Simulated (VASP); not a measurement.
# Cd3Fe (Fm-3m) in VASP: further runs

Aim: see how the results for Cd3Fe move with the level of theory and the settings. Levels: PBE, r2SCAN. Tasks: single point.

Everything below comes from runs of VASP 6.6.1. Logs are shortened: lines on timing, memory, paths and dates and some standing lists are left out, and cuts for length are marked.

## Step 1: The cell of the first run

It takes space group Fm-3m (No. 225, cubic). The conventional cell has a = 6.724 Å, b = 6.724 Å, c = 6.724 Å, α = 90.00°, β = 90.00°, γ = 90.00°. Within 3.8 Å of Cd (site symmetry -43m) lie 10 Cd at 2.91 to 3.36 Å and 4 Fe at 2.91 Å. Cd (site symmetry m-3m) has 8 Cd at 2.91 Å and 6 Fe at 3.36 Å within 3.8 Å. Fe (site symmetry m-3m) has 14 Cd at 2.91 to 3.36 Å within 3.8 Å.

## Step 2: Single point, PBE, collinear spin, ferromagnetic start

INCAR reads:

```
ALGO = Fast
EDIFF = 1E-6
ENCUT = 520
GGA = PE
ISIF = 2
ISMEAR = 0
ISPIN = 2
LASPH = True
LCHARG = False
LMAXMIX = 4
LORBIT = 11
LREAL = False
LWAVE = False
MAGMOM = 0 0 0 0.5
NBANDS = 34
NELM = 150
PREC = Accurate
SIGMA = 0.1
```

KPOINTS reads:

```
k-points
0
Gamma
  12 12 12
```

POSCAR reads:

```
Cd3Fe
1.0
    0.0000000000      3.3620524758      3.3620524758
    3.3620524758      0.0000000000      3.3620524758
    3.3620524758      3.3620524758      0.0000000000
Cd Fe
3 1
Direct
    0.2500000000      0.2500000000      0.2500000000
    0.7500000000      0.7500000000      0.7500000000
    0.5000000000      0.5000000000      0.5000000000
    0.0000000000      0.0000000000      0.0000000000
```

Potentials or basis: VASP PAW PBE potentials, release 64 (Cd, Fe).

The run is started by

```console
cat potpaw_PBE.64/Cd/POTCAR potpaw_PBE.64/Fe/POTCAR > POTCAR
mpirun -np 1 vasp_std > vasp.out
```

OUTCAR:

```text
EDIFF = 1E-6
   ENCUT = 520
   GGA = PE
   ISIF = 2
   ISMEAR = 0
   ISPIN = 2
   LASPH = True
   LORBIT = 11
   LREAL = False
   NELM = 150
   PREC = Accurate

 ion  position               nearest neighbor table
   1  0.250  0.250  0.250-   4 2.91   4 2.91   4 2.91   3 2.91   3 2.91   3 2.91   4 2.91   3 2.91
                             2 3.36   2 3.36   2 3.36   2 3.36   2 3.36   2 3.36
   2  0.750  0.750  0.750-   3 2.91   3 2.91   3 2.91   4 2.91   4 2.91   4 2.91   4 2.91   3 2.91
                             1 3.36   1 3.36   1 3.36   1 3.36   1 3.36   1 3.36
   3  0.500  0.500  0.500-   1 2.91   1 2.91   1 2.91   2 2.91   2 2.91   2 2.91   2 2.91   1 2.91
                             4 3.36   4 3.36   4 3.36   4 3.36   4 3.36   4 3.36
   4  0.000  0.000  0.000-   2 2.91   2 2.91   2 2.91   1 2.91   1 2.91   1 2.91   2 2.91   1 2.91
                             3 3.36   3 3.36   3 3.36   3 3.36   3 3.36   3 3.36

  LATTYP: Found a face centered cubic cell.
 ALAT       =     6.7241049516

  Lattice vectors:

 A1 = (   0.0000000000,   3.3620524758,   3.3620524758)
 A2 = (   3.3620524758,   0.0000000000,   3.3620524758)
 A3 = (   3.3620524758,   3.3620524758,   0.0000000000)

Analysis of symmetry for initial positions (statically):
=====================================================================
 Subroutine PRICEL returns:
 Original cell was already a primitive cell.

 Routine SETGRP: Setting up the symmetry group for a
 face centered cubic supercell.

 Subroutine GETGRP returns: Found 48 space group operations
 (whereof 48 operations were pure point group operations)
 out of a pool of 48 trial point group operations.

The static configuration has the point symmetry O_h .

Analysis of symmetry for dynamics (positions and initial velocities):
=====================================================================
 Subroutine PRICEL returns:
 Original cell was already a primitive cell.

 Routine SETGRP: Setting up the symmetry group for a
 face centered cubic supercell.

 Subroutine GETGRP returns: Found 48 space group operations
 (whereof 48 operations were pure point group operations)
 out of a pool of 48 trial point group operations.

The dynamic configuration has the point symmetry O_h .

Analysis of structural, dynamic, and magnetic symmetry:
=====================================================================
 Subroutine PRICEL returns:
[... 138 lines left out ...]
   GGA     = PE    functional components
   LHFCALC =     F    Hartree Fock is set to
   AEXX    =    0.0000 exact exchange contribution
   IVDW    =     0    specifies the selected vdW correction
   LEPSILON=     F    determine dielectric tensor
   LRPA    =     F    only Hartree local field effects (RPA)
 spin polarized calculation
 RMM-DIIS sequential band-by-band and
 Gauss-broadening in eV      SIGMA  =   0.10
  energy-cutoff  :      520.00
  volume of cell :       76.01
 maximum number of plane-waves:      2085
   NGX = 17   NGY = 17   NGZ = 17

 number of electron      43.9999975 magnetization       2.5782393

 Free energy of the ion-electron system (eV)
  ---------------------------------------------------
  ext. energy  EPLUGINS =         0.00000000
  ---------------------------------------------------
  free energy    TOTEN  =        -9.21229117 eV

  energy without entropy =       -9.18882893  energy(sigma->0) =       -9.20056005

 E-fermi :   3.4782     XC(G=0): -11.4168

 val. band max:        3.4779749547   @ k =  -0.4167   0.2500   0.0000
 cond. band min:       3.4795303987   @ k =  -0.4167   0.1667   0.0000
 fundamental gap:      0.0015554440
 Fermi energy:         3.4782367612

 spin component 1

 k-point     1 :       0.0000    0.0000    0.0000
  band No.  band energies     occupation
      1      -6.2758      1.00000
      2      -6.2758      1.00000
      3      -5.9779      1.00000
      4      -5.9779      1.00000
      5      -5.9779      1.00000
      6      -5.7835      1.00000
[... 877 lines left out ...]
     33      14.7167      0.00000
     34      15.1712      0.00000

 [... further k-points ...]

 spin component 2

 k-point     1 :       0.0000    0.0000    0.0000
  band No.  band energies     occupation
      1      -6.2827      1.00000
      2      -6.2827      1.00000
      3      -5.9918      1.00000
      4      -5.9918      1.00000
      5      -5.9918      1.00000
      6      -5.7938      1.00000
[... 877 lines left out ...]
     33      14.8579      0.00000
     34      15.3327      0.00000

 [... further k-points ...]

------------------------ aborting loop because EDIFF is reached ----------------------------------------

  FORCE on cell =-STRESS in cart. coord.  units (eV):
  Direction    XX          YY          ZZ          XY          YZ          ZX
  --------------------------------------------------------------------------------------
  -------------------------------------------------------------------------------------
  Total        0.1867523      0.1867523      0.1867523      0.0000000     -0.0000000      0.0000000
  in kB        3.9367062      3.9367062      3.9367062      0.0000000     -0.0000000      0.0000000
  external PRESSURE =       3.9367062 kB  Pullay stress =       0.0000000 kB

 VOLUME and BASIS-vectors are now :
 -----------------------------------------------------------------------------
  energy-cutoff  :      520.00
  volume of cell :       76.01
      direct lattice vectors                 reciprocal lattice vectors
     0.000000000  3.362052476  3.362052476    -0.148718678  0.148718678  0.148718678
     3.362052476  0.000000000  3.362052476     0.148718678 -0.148718678  0.148718678
     3.362052476  3.362052476  0.000000000     0.148718678  0.148718678 -0.148718678

 POSITION                                       TOTAL-FORCE (eV/Angst)
 -----------------------------------------------------------------------------------
      1.68103      1.68103      1.68103        -0.000000      0.000000     -0.000000
      5.04308      5.04308      5.04308         0.000000     -0.000000      0.000000
      3.36205      3.36205      3.36205         0.000000     -0.000000     -0.000000
      0.00000      0.00000      0.00000         0.000000     -0.000000     -0.000000
 -----------------------------------------------------------------------------------
    total drift:                                0.000000      0.000000      0.000000

  FREE ENERGIE OF THE ION-ELECTRON SYSTEM (eV)
  ---------------------------------------------------
  free  energy   TOTEN  =        -9.2122911669 eV

  energy  without entropy=       -9.1888289303  energy(sigma->0) =       -9.20056005

 total charge

# of ion       s       p       d       tot
------------------------------------------
    1        0.509   0.365   9.475  10.349
    2        0.509   0.365   9.475  10.349
    3        0.494   0.367   9.483  10.344
    4        0.320   0.241   6.224   6.786
--------------------------------------------------
tot          1.832   1.338  34.658  37.828

 magnetization (x)

# of ion       s       p       d       tot
------------------------------------------
    1       -0.021  -0.022   0.006  -0.036
    2       -0.021  -0.022   0.006  -0.036
    3        0.003  -0.018   0.001  -0.013
    4        0.032   0.030   2.589   2.651
--------------------------------------------------
tot         -0.006  -0.031   2.603   2.566
```

OSZICAR:

```text
N       E                     dE             d eps       ncg     rms          rms(c)
DAV:   1     0.377818340309E+03    0.37782E+03   -0.21614E+04  9824   0.138E+03
DAV:   2     0.519805375928E+01   -0.37262E+03   -0.35236E+03  9880   0.366E+02
DAV:   3    -0.903591396840E+01   -0.14234E+02   -0.13894E+02 11196   0.873E+01
DAV:   4    -0.916112569804E+01   -0.12521E+00   -0.12501E+00 10864   0.783E+00
DAV:   5    -0.916231948164E+01   -0.11938E-02   -0.11937E-02 11100   0.748E-01    0.932E+00
RMM:   6    -0.983204268004E+01   -0.66972E+00   -0.34421E+00 10291   0.135E+01    0.119E+01
RMM:   7    -0.882929582543E+01    0.10027E+01   -0.99024E-01 10013   0.649E+00    0.906E+00
RMM:   8    -0.911798600805E+01   -0.28869E+00   -0.18771E-01 10297   0.270E+00    0.584E+00
RMM:   9    -0.927176499480E+01   -0.15378E+00   -0.21025E-01 10959   0.227E+00    0.302E+00
RMM:  10    -0.921199992589E+01    0.59765E-01   -0.17741E-02 10527   0.765E-01    0.129E+00
RMM:  11    -0.921238286107E+01   -0.38294E-03   -0.10725E-02 10915   0.505E-01    0.642E-01
RMM:  12    -0.921263098794E+01   -0.24813E-03   -0.18418E-03 10834   0.313E-01    0.377E-01
RMM:  13    -0.921189893918E+01    0.73205E-03   -0.68781E-04 10813   0.181E-01    0.193E-01
RMM:  14    -0.921214908487E+01   -0.25015E-03   -0.98231E-05 11006   0.782E-02    0.627E-02
RMM:  15    -0.921226198476E+01   -0.11290E-03   -0.45445E-05 10085   0.396E-02    0.286E-02
RMM:  16    -0.921228863210E+01   -0.26647E-04   -0.16387E-05  9242   0.233E-02    0.914E-03
RMM:  17    -0.921229112110E+01   -0.24890E-05   -0.27069E-06  8430   0.115E-02    0.178E-03
RMM:  18    -0.921229116691E+01   -0.45808E-07   -0.52876E-07  6863   0.490E-03
   1 F= -.92122912E+01 E0= -.92005600E+01  d E =-.234622E-01  mag=     2.5784
```

stdout:

```text
POSCAR found type information on POSCAR CdFe
 POSCAR found :  2 types and       4 ions
 scaLAPACK will be used
 LDA part: xc-table for (Slater+PW92), standard interpolation
 POSCAR, INCAR and KPOINTS ok, starting setup
 FFT: planning ... GRIDC
 FFT: planning ... GRID_SOFT
 FFT: planning ... GRID
 WAVECAR not read
 entering main loop
```

It took 12 min on 1 thread of Intel Xeon 8259CL, shared host; peak memory 0.43 GiB.

Results:

| Quantity | Value |
| --- | --- |
| Free energy | -9.2123 eV |
| Pressure | 0.4 GPa |
| Net moment | 2.58 μB per cell |
| Site moments | Cd -0.04, -0.01 (each value once); Fe +2.65 μB |
| Valence electrons inside the program's atomic spheres | Cd 10.35, 10.34 (each value once); Fe 6.79 |

## Step 3: Single point, PBE

This run uses another cell than the first one, of 18.09 Å³/atom.

INCAR reads:

```
SYSTEM = Cd3Fe
ALGO = Fast
EDIFF = 1E-6
ENCUT = 520
GGA = PE
ISIF = 2
ISMEAR = 0
LASPH = .True.
LCHARG = .True.
LELF = .True.
LREAL = .False.
LVHAR = .True.
LWAVE = .False.
NBANDS = 30
NELM = 60
PREC = Accurate
SIGMA = 0.1
```

KPOINTS reads:

```
k-points
0
Gamma
  12 12 12
  0 0 0
```

POSCAR reads:

```
Cd3Fe
1.0
    0.0000000000      3.3076238634      3.3076238634
    3.3076238634      0.0000000000      3.3076238634
    3.3076238634      3.3076238634      0.0000000000
Cd Fe
3 1
Direct
    0.2500000000      0.2500000000      0.2500000000
    0.7500000000      0.7500000000      0.7500000000
    0.5000000000      0.5000000000      0.5000000000
    0.0000000000      0.0000000000      0.0000000000
```

Potentials or basis: VASP PAW PBE potentials, release 64 (Cd, Fe).

The run is started by

```console
cat potpaw_PBE.64/Cd/POTCAR potpaw_PBE.64/Fe/POTCAR > POTCAR
mpirun -np 1 vasp_std > vasp.out
```

Wall time 3.8 min (1 thread of Intel Xeon 8259CL, shared host); peak memory 0.3 GiB.

The run converged. Its results:

| Property | Result |
| --- | --- |
| Free energy | -8.5494 eV |
| Pressure | 0.6 GPa |
| Band gap on the k mesh | zero (bands 22 and 23 overlap by 2.99 eV) |

Levels at points of the mesh, in eV from the Fermi level:
```csv
k point,band 20,band 21,band 22,band 23,band 24,band 25
"(0.00, 0.00, 0.00)",-0.21,-0.21,2.73,3.62,3.62,3.62
"(0.50, 0.00, 0.00)",-0.37,-0.27,-0.27,2.28,2.62,2.62
"(0.50, 0.50, 0.00)",-1.70,-0.26,-0.26,-0.26,-0.11,1.69
```

Caveat: the run has no spin polarisation, though such a crystal can be magnetic.

## Step 4: Single point, PBE

INCAR reads:

```
SYSTEM = Cd3Fe
ALGO = Fast
EDIFF = 1E-7
ENCUT = 520
GGA = PE
ISIF = 2
ISMEAR = 0
LASPH = .True.
LCHARG = .False.
LREAL = .False.
LWAVE = .False.
NBANDS = 30
NELM = 60
PREC = Accurate
SIGMA = 0.1
```

KPOINTS is that of step 3.

POSCAR reads:

```
Cd3Fe
1.0
    0.0000000000      3.3620524758      3.3620524758
    3.3620524758      0.0000000000      3.3620524758
    3.3620524758      3.3620524758      0.0000000000
Cd Fe
3 1
Direct
    0.2500000000      0.2500000000      0.2500000000
    0.7500000000      0.7500000000      0.7500000000
    0.5000000000      0.5000000000      0.5000000000
    0.0000000000      0.0000000000      0.0000000000
```

Potentials or basis: VASP PAW PBE potentials, release 64 (Cd, Fe).

The run is started by

```console
cat potpaw_PBE.64/Cd/POTCAR potpaw_PBE.64/Fe/POTCAR > POTCAR
mpirun -np 1 vasp_std > vasp.out
```

OUTCAR:

```text
SYSTEM = Cd3Fe
   EDIFF = 1E-7
   ENCUT = 520
   GGA = PE
   ISIF = 2
   ISMEAR = 0
   LASPH = .True.
   LREAL = .False.
   NELM = 60
   PREC = Accurate

 ion  position               nearest neighbor table
   1  0.250  0.250  0.250-   4 2.91   4 2.91   4 2.91   3 2.91   3 2.91   3 2.91   4 2.91   3 2.91
                             2 3.36   2 3.36   2 3.36   2 3.36   2 3.36   2 3.36
   2  0.750  0.750  0.750-   3 2.91   3 2.91   3 2.91   4 2.91   4 2.91   4 2.91   4 2.91   3 2.91
[... 998 lines left out ...]
  Direction    XX          YY          ZZ          XY          YZ          ZX
  --------------------------------------------------------------------------------------
  -------------------------------------------------------------------------------------
  Total       -1.5359295     -1.5359295     -1.5359295      0.0000000      0.0000000      0.0000000
  in kB      -32.3771335    -32.3771335    -32.3771335      0.0000000      0.0000000      0.0000000
  external PRESSURE =     -32.3771335 kB  Pullay stress =       0.0000000 kB

 VOLUME and BASIS-vectors are now :
 -----------------------------------------------------------------------------
  energy-cutoff  :      520.00
  volume of cell :       76.01
      direct lattice vectors                 reciprocal lattice vectors
     0.000000000  3.362052476  3.362052476    -0.148718678  0.148718678  0.148718678
     3.362052476  0.000000000  3.362052476     0.148718678 -0.148718678  0.148718678
     3.362052476  3.362052476  0.000000000     0.148718678  0.148718678 -0.148718678

 POSITION                                       TOTAL-FORCE (eV/Angst)
 -----------------------------------------------------------------------------------
      1.68103      1.68103      1.68103         0.000000      0.000000      0.000000
      5.04308      5.04308      5.04308        -0.000000     -0.000000     -0.000000
      3.36205      3.36205      3.36205        -0.000000      0.000000     -0.000000
      0.00000      0.00000      0.00000        -0.000000      0.000000     -0.000000
 -----------------------------------------------------------------------------------
    total drift:                                0.000000      0.000000      0.000000

  FREE ENERGIE OF THE ION-ELECTRON SYSTEM (eV)
  ---------------------------------------------------
  free  energy   TOTEN  =        -8.5171578282 eV

  energy  without entropy=       -8.4945099683  energy(sigma->0) =       -8.50583390
```

Wall time 5.5 min (1 thread of Intel Xeon 8259CL, shared host); peak memory 0.31 GiB.

What came out:

```yaml
Free_energy: -8.5172 eV
Pressure: -3.2 GPa
Band_gap_on_the_k_mesh: zero (bands 22 and 23 overlap by 2.70 eV)
```

Caveat: the cell stands under tension; the run has no spin polarisation, though such a crystal can be magnetic. Spin polarisation is off, so any magnetic state and its effect on volume and gap are missing.

## Step 5: Single point, r2SCAN

POSCAR is that of step 4.

INCAR.step1 reads:

```
SYSTEM = Cd3Fe
PREC = Accurate ; ENCUT = 520
ISMEAR = 0 ; SIGMA = 0.1
LREAL = .False. ; LASPH = .True.
NELM = 60 ; NBANDS = 30
GGA = PE ; ALGO = Normal
EDIFF = 1E-4 ; LWAVE = .True.
LCHARG = .False.
```

INCAR.step2 reads:

```
SYSTEM = Cd3Fe
PREC = Accurate ; ENCUT = 520
EDIFF = 1E-6 ; ISMEAR = 0
SIGMA = 0.1 ; LREAL = .False.
LASPH = .True. ; NELM = 60
ALGO = Normal ; ISIF = 2
LWAVE = .False. ; LCHARG = .False.
METAGGA = R2SCAN ; LMIXTAU = .True.
NBANDS = 30 ; ISTART = 1
```

KPOINTS reads:

```
Automatic mesh
0
Gamma
  12 12 12
  0 0 0
```

The run is started by

```console
cat potpaw_PBE.64/Cd/POTCAR potpaw_PBE.64/Fe/POTCAR > POTCAR
cp INCAR.step1 INCAR
mpirun -np 1 vasp_std > vasp.out
cp INCAR.step2 INCAR
mpirun -np 1 vasp_std > vasp.out
```

It took 15 min on 1 thread of Intel Xeon 8259CL, shared host; peak memory 0.32 GiB.

It converged, with:

| Property | Result |
| --- | --- |
| Free energy | -71.9515 eV |
| Pressure | -6.3 GPa |
| Band gap on the k mesh | zero (bands 22 and 23 overlap by 2.95 eV) |

Levels at points of the mesh, in eV from the Fermi level:
```tsv
k point	band 19	band 20	band 21	band 22	band 23	band 24	band 25	band 26
(0.00, 0.00, 0.00)	-1.05	-0.12	-0.12	2.80	3.59	3.59	3.59	3.84
(0.50, 0.00, 0.00)	-1.11	-0.48	-0.27	-0.27	2.27	2.56	2.56	2.92
(0.50, 0.50, 0.00)	-1.70	-1.70	-0.38	-0.38	-0.15	-0.07	1.63	1.91
```

Caveat: the cell stands under tension; the PAW data sets were made with another functional, which shifts forces and pressure a little; the run has no spin polarisation, though such a crystal can be magnetic. Spin polarisation is off, so any magnetic state and its effect on volume and gap are missing.

## Step 6: Overview

```tsv
level	spin	cell	gap on the mesh (eV)	pressure (GPa)
PBE	collinear, ferromagnetic start	a = 4.755 Å, angles 60.0°, 4 atoms	none	0.4
PBE	off	a = 4.678 Å, angles 60.0°, 4 atoms	none	0.6
PBE	off	a = 4.755 Å, angles 60.0°, 4 atoms	none	-3.2
r2SCAN	off	a = 4.755 Å, angles 60.0°, 4 atoms	none	-6.3
```

Alike in all rows: task single point; potentials or basis VASP PAW PBE potentials, release 64 (Cd, Fe); k mesh 12 × 12 × 12; cutoff (eV) 520; smearing gaussian 0.1 eV.

The pressure there spans -6.3 GPa (r2SCAN) to 0.4 GPa (PBE); a positive pressure means that this level wants a larger cell, a negative one a smaller.

Caveats: the cell stands under tension (at least some runs); the PAW data sets were made with another functional, which shifts forces and pressure a little (at least some runs).

Total energies depend on the potentials used, so only differences within one code and one set of settings carry meaning.
